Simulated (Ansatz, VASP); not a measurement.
# Two plane-wave programs on Be

```
Be
1.0
     1.90136    0.00000    0.00000
     0.00000    1.90136    0.00000
     0.00000    0.00000    1.90136
Be
1
Direct
  0.00000 0.00000 0.00000
```

Change from the starting cell: volume scaled by 0.7, PAW files.

Alike in both runs: task single point; functional LDA; k mesh 21 × 21 × 21; occupations fermi-dirac, width 0.1 eV; no spin polarisation.

|  | VASP | Ansatz |
| --- | --- | --- |
| version | VASP 6.6.1 | Ansatz 0.2.0 |
| potentials or method | VASP PAW LDA potentials, release 64 (Be) | PAW with Ansatz's default frozen-core files, scalar-relativistic |
| plane-wave cutoff (eV) | 600 | 420 |
| valence electrons in the cell | 2 | 2 |

```tsv
	VASP	Ansatz	Ansatz less VASP
pressure (GPa)	52.0	51.4	-0.63
```

LDA's correlation is that of Perdew and Zunger in VASP and of Perdew and Wang (1992) in Ansatz. Both programs put the cell under a high pressure, so it lies far from rest at this level.
